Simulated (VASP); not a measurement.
# SiC (P6_3mc) in VASP: single point with PBE

Aim: the single point of SiC with PBE.

Everything below comes from runs of VASP 6.6.1. Logs are shortened: lines on timing, memory, paths and dates and some standing lists are left out, and cuts for length are marked.

### 1 The cell of the first run

The structure is hexagonal, space group P6_3mc (No. 186). Conventional cell: a = 3.076 Å, b = 3.076 Å, c = 5.048 Å, α = 90.00°, β = 90.00°, γ = 120.00°. Si (site symmetry 3m) has 4 C at 1.87 to 1.94 Å within 2.5 Å. Within 2.5 Å of C (site symmetry 3m) lie 4 Si at 1.87 to 1.94 Å.

### 2 Single point, PBE

INCAR reads:

```
SYSTEM = SiC
PREC = Accurate ; ENCUT = 600
EDIFF = 1E-6 ; ISMEAR = 0
SIGMA = 0.01 ; LREAL = .False.
LASPH = .True. ; NELM = 120
ALGO = Normal ; ISIF = 2
LWAVE = .False. ; LCHARG = .True.
GGA = PE ; LELF = .True.
LVHAR = .True. ; NBANDS = 16
GGA_COMPAT = .False.
```

KPOINTS reads:

```
regular mesh
0
Gamma
  6 6 3
  0 0 0
```

POSCAR reads:

```
SiC
1.0
    3.0760000000      0.0000000000      0.0000000000
   -1.5380000000      2.6638941400      0.0000000000
    0.0000000000      0.0000000000      5.0480000000
Si C
2 2
Direct
    0.3333333333      0.6666666667      0.0000000000
    0.6666666667      0.3333333333      0.5000000000
    0.3333333333      0.6666666667      0.3850000000
    0.6666666667      0.3333333333      0.8850000000
```

Potentials or basis: VASP PAW PBE potentials, release 64 (Si, C).

The run is started by

```console
> cat potpaw_PBE.64/Si/POTCAR potpaw_PBE.64/C/POTCAR > POTCAR
> mpirun -np 1 vasp_std > vasp.out
```

OUTCAR:

```text
SYSTEM = SiC
   PREC = Accurate
   ENCUT = 600
   EDIFF = 1E-6
   ISMEAR = 0
   LREAL = .False.
   LASPH = .True.
   NELM = 120
   ISIF = 2
   GGA = PE

 ion  position               nearest neighbor table
   1  0.333  0.667  0.000-   4 1.87   4 1.87   4 1.87   3 1.94   2 3.09   2 3.09   2 3.09   2 3.09
                             2 3.09   2 3.09
   2  0.667  0.333  0.500-   3 1.87   3 1.87   3 1.87   4 1.94   1 3.09   1 3.09   1 3.09   1 3.09
                             1 3.09   1 3.09
   3  0.333  0.667  0.385-   2 1.87   2 1.87   2 1.87   1 1.94
   4  0.667  0.333  0.885-   1 1.87   1 1.87   1 1.87   2 1.94

  LATTYP: Found a hexagonal cell.
 ALAT       =     3.0760000000
 C/A-ratio  =     1.6410923277

  Lattice vectors:

 A1 = (   3.0760000000,   0.0000000000,   0.0000000000)
 A2 = (  -1.5380000000,   2.6638941400,   0.0000000000)
 A3 = (   0.0000000000,   0.0000000000,   5.0480000000)

Analysis of symmetry for initial positions (statically):
=====================================================================
 Subroutine PRICEL returns:
 Original cell was already a primitive cell.

 Routine SETGRP: Setting up the symmetry group for a
 hexagonal supercell.

 Subroutine GETGRP returns: Found 12 space group operations
 (whereof  6 operations were pure point group operations)
 out of a pool of 24 trial point group operations.

The static configuration has the point symmetry C_3v.
 The point group associated with its full space group is C_6v.

Analysis of symmetry for dynamics (positions and initial velocities):
=====================================================================
 Subroutine PRICEL returns:
 Original cell was already a primitive cell.

 Routine SETGRP: Setting up the symmetry group for a
 hexagonal supercell.

 Subroutine GETGRP returns: Found 12 space group operations
 (whereof  6 operations were pure point group operations)
 out of a pool of 24 trial point group operations.

The dynamic configuration has the point symmetry C_3v.
 The point group associated with its full space group is C_6v.

 Subroutine INISYM returns: Found 12 space group operations
 (whereof  6 operations are pure point group operations),
 and found     1 'primitive' translations

----------------------------------------------------------------------------------------

                                     Primitive cell

  volume of cell :      41.3640

  direct lattice vectors                    reciprocal lattice vectors
     3.076000000  0.000000000  0.000000000     0.325097529  0.187695146  0.000000000
    -1.538000000  2.663894140  0.000000000     0.000000000  0.375390292  0.000000000
     0.000000000  0.000000000  5.048000000     0.000000000  0.000000000  0.198098257

  length of vectors
     3.076000000  3.075999998  5.048000000     0.375390292  0.375390292  0.198098257

  position of ions in fractional coordinates (direct lattice)
     0.333333333  0.666666667  0.000000000
     0.666666667  0.333333333  0.500000000
     0.333333333  0.666666667  0.385000000
     0.666666667  0.333333333  0.885000000

  ion indices of the primitive-cell ions
   primitive index   ion index
                 1           1
                 2           2
                 3           3
                 4           4

----------------------------------------------------------------------------------------

 KPOINTS: regular mesh

Automatic generation of k-mesh.
 Grid dimensions read from file:
 generate k-points for:    6    6    3

 Generating k-lattice:

  Cartesian coordinates                     Fractional coordinates (reciprocal lattice)
     0.054182922  0.031282524  0.000000000     0.166666667  0.000000000  0.000000000
     0.000000000  0.062565049  0.000000000     0.000000000  0.166666667  0.000000000
     0.000000000  0.000000000  0.066032752     0.000000000  0.000000000  0.333333333

  Length of vectors
     0.062565049  0.062565049  0.066032752

  Shift w.r.t. Gamma in fractional coordinates (k-lattice)
     0.000000000  0.000000000  0.000000000

 Subroutine IBZKPT returns following result:
 ===========================================

 Found     14 irreducible k-points:

 Following reciprocal coordinates:
            Coordinates               Weight
  0.000000  0.000000  0.000000      1.000000
  0.166667 -0.000000  0.000000      6.000000
  0.333333  0.000000  0.000000      6.000000
  0.500000  0.000000  0.000000      3.000000
  0.166667  0.166667  0.000000      6.000000
  0.333333  0.166667  0.000000     12.000000
  0.333333  0.333333  0.000000      2.000000
  0.000000  0.000000  0.333333      2.000000
  0.166667 -0.000000  0.333333     12.000000
  0.333333  0.000000  0.333333     12.000000
  0.500000  0.000000  0.333333      6.000000
  0.166667  0.166667  0.333333     12.000000
  0.333333  0.166667  0.333333     24.000000
  0.333333  0.333333  0.333333      4.000000
   k-points           NKPTS =     14   k-points in BZ     NKDIM =     14   number of bands    NBANDS=     16
   number of dos      NEDOS =    301   number of ions     NIONS =      4
   total plane-waves  NPLWV =  31360
   dimension x,y,z NGX =    28 NGY =   28 NGZ =   40
   dimension x,y,z NGXF=    56 NGYF=   56 NGZF=   80
   ions per type =               2   2
   NGX,Y,Z   is equivalent  to a cutoff of  15.13, 15.13, 13.17 a.u.
   NGXF,Y,Z  is equivalent  to a cutoff of  30.27, 30.27, 26.35 a.u.
 SYSTEM =  SiC
   PREC   = accura    normal or accurate (medium, high low for compatibility)
   ISTART =      0    job   : 0-new  1-cont  2-samecut
   ICHARG =      2    charge: 1-file 2-atom 10-const
   ISPIN  =      1    spin polarized calculation?
   LNONCOLLINEAR =      F non collinear calculations
   LSORBIT =      F    spin-orbit coupling
   LASPH  =      T    aspherical Exc in radial PAW
   ENCUT  =  600.0 eV  44.10 Ry    6.64 a.u.   6.14  6.14 10.08*2*pi/ulx,y,z
   NELM   =    120;   NELMIN=  2; NELMDL= -5     # of ELM steps
   EDIFF  = 0.1E-05   stopping-criterion for ELM
   LREAL  =      F    real-space projection
   EDIFFG = 0.1E-04   stopping-criterion for IOM
   NSW    =      0    number of steps for IOM
   IBRION =     -1    ionic relax: 0-MD 1-quasi-New 2-CG
   NFREE  =      0    steps in history (QN), initial steepest desc. (CG)
   ISIF   =      2    stress and relaxation
   ISYM   =      2    0-nonsym 1-usesym 2-fastsym
   POTIM  = 0.5000    time-step for ionic-motion
   TEBEG  =    0.0;   TEEND  =   0.0 temperature during run
   PSTRESS=    0.0 pullay stress
   NELECT =      16.0000    total number of electrons
   NUPDOWN=      -1.0000    fix difference up-down
   EMIN   =  10.00;   EMAX   =-10.00  energy-range for DOS
   EFERMI =   0.00;   METHOD = LEGACY
   ISMEAR =     0;   SIGMA  =   0.01  broadening in eV -4-tet -1-fermi 0-gaus
   EFERMI_NEDOS =   21; number of points for ismear=-14 and -15
   IALGO  =     38    algorithm
   IMIX   =      4    mixing-type and parameters
     AMIX     =   0.40;   BMIX     =  1.00
     AMIX_MAG =   1.60;   BMIX_MAG =  1.00
  volume/ion in A,a.u.               =      10.34        69.78
  Fermi-wavevector in a.u.,A,eV,Ry     =   1.192817  2.254098 19.358549  1.422813
  Thomas-Fermi vector in A             =   2.328847
   LORBIT       =      0    0 simple, 1 ext, 2 COOP (PROOUT), +10 PAW based schemes
   GGA     = PE    functional components
   LHFCALC =     F    Hartree Fock is set to
   AEXX    =    0.0000 exact exchange contribution
   IVDW    =     0    specifies the selected vdW correction
   LEPSILON=     F    determine dielectric tensor
   LRPA    =     F    only Hartree local field effects (RPA)
 non-spin polarized calculation
 Gauss-broadening in eV      SIGMA  =   0.01
  energy-cutoff  :      600.00
  volume of cell :       41.36
 maximum number of plane-waves:      1404
 NGX is ok and might be reduce to    28
   NGX = 13   NGY = 13   NGZ = 21

 number of electron      16.0000001 magnetization

 Free energy of the ion-electron system (eV)
  ---------------------------------------------------
  ext. energy  EPLUGINS =         0.00000000
  ---------------------------------------------------
  free energy    TOTEN  =       -30.05301130 eV

  energy without entropy =      -30.05301130  energy(sigma->0) =      -30.05301130

 E-fermi :   8.4575     XC(G=0): -11.3469

 val. band max:        8.4146868954   @ k =   0.0000   0.0000   0.0000
 cond. band min:      10.7329784657   @ k =   0.3333   0.3333   0.0000
 fundamental gap:      2.3182915703
 Fermi energy:         8.4574995972

 k-point     1 :       0.0000    0.0000    0.0000
  band No.  band energies     occupation
      1      -7.3123      2.00000
      2      -3.8092      2.00000
      3      -0.2812      2.00000
      4       6.8578      2.00000
      5       6.8578      2.00000
      6       8.1392      2.00000
[... 8 lines left out ...]
     15      17.1143      0.00000
     16      19.7570      0.00000

 k-point     2 :       0.1667   -0.0000    0.0000
  band No.  band energies     occupation
      1      -6.8326      2.00000
      2      -3.4027      2.00000
      3       0.1586      2.00000
      4       4.7015      2.00000
      5       6.1783      2.00000
      6       6.5780      2.00000
[... 8 lines left out ...]
     15      17.7322      0.00000
     16      18.1253      0.00000

 k-point     3 :       0.3333    0.0000    0.0000
  band No.  band energies     occupation
      1      -5.4607      2.00000
      2      -2.4227      2.00000
      3       0.9044      2.00000
      4       2.0535      2.00000
      5       3.7882      2.00000
      6       5.2392      2.00000
[... 8 lines left out ...]
     15      19.0768      0.00000
     16      20.2134      0.00000
[... 172 lines left out ...]
 k-point    13 :       0.3333    0.1667    0.3333
  band No.  band energies     occupation
      1      -3.7923      2.00000
      2      -2.7069      2.00000
      3       0.3822      2.00000
      4       1.3985      2.00000
      5       3.5777      2.00000
      6       4.7207      2.00000
[... 8 lines left out ...]
     15      19.8628      0.00000
     16      20.2090      0.00000

 k-point    14 :       0.3333    0.3333    0.3333
  band No.  band energies     occupation
      1      -2.5866      2.00000
      2      -2.5866      2.00000
      3       0.7656      2.00000
      4       0.7656      2.00000
      5       1.9739      2.00000
      6       3.2842      2.00000
[... 8 lines left out ...]
     15      19.9399      0.00000
     16      20.4967      0.00000

------------------------ aborting loop because EDIFF is reached ----------------------------------------

  FORCE on cell =-STRESS in cart. coord.  units (eV):
  Direction    XX          YY          ZZ          XY          YZ          ZX
  --------------------------------------------------------------------------------------
  -------------------------------------------------------------------------------------
  Total        1.3216754      1.3216754      0.0777491      0.0000000      0.0000000      0.0000000
  in kB       51.1932570     51.1932569      3.0115043      0.0000000      0.0000000      0.0000000
  external PRESSURE =      35.1326727 kB  Pullay stress =       0.0000000 kB

 VOLUME and BASIS-vectors are now :
 -----------------------------------------------------------------------------
  energy-cutoff  :      600.00
  volume of cell :       41.36
      direct lattice vectors                 reciprocal lattice vectors
     3.076000000  0.000000000  0.000000000     0.325097529  0.187695146  0.000000000
    -1.538000000  2.663894140  0.000000000     0.000000000  0.375390292  0.000000000
     0.000000000  0.000000000  5.048000000     0.000000000  0.000000000  0.198098257

 POSITION                                       TOTAL-FORCE (eV/Angst)
 -----------------------------------------------------------------------------------
     -0.00000      1.77593      0.00000         0.000000     -0.000000      0.749729
      1.53800      0.88796      2.52400         0.000000      0.000000      0.749729
     -0.00000      1.77593      1.94348        -0.000000      0.000000     -0.749729
      1.53800      0.88796      4.46748         0.000000      0.000000     -0.749729
 -----------------------------------------------------------------------------------
    total drift:                               -0.000000      0.000000     -0.000167

  FREE ENERGIE OF THE ION-ELECTRON SYSTEM (eV)
  ---------------------------------------------------
  free  energy   TOTEN  =       -30.0530112968 eV

  energy  without entropy=      -30.0530112968  energy(sigma->0) =      -30.05301130
```

It took 10 s on 1 thread of Intel Xeon Platinum 8488C (Sapphire Rapids), shared host; peak memory 0.16 GiB.

Results:

- Free energy: -30.0530 eV
- Pressure: 3.5 GPa
- Largest force: 0.750 eV/Å
- Band gap on the k mesh: 2.32 eV (least direct gap 4.07 eV)

Forces on the atoms (eV/Å):
```
Si   0.000  0.000  0.750
Si   0.000  0.000  0.750
C    0.000  0.000 -0.750
C    0.000  0.000 -0.750
```

Caveat: the cell stands under pressure. A hybrid or GW would open this gap; PBE tends to underestimate it.
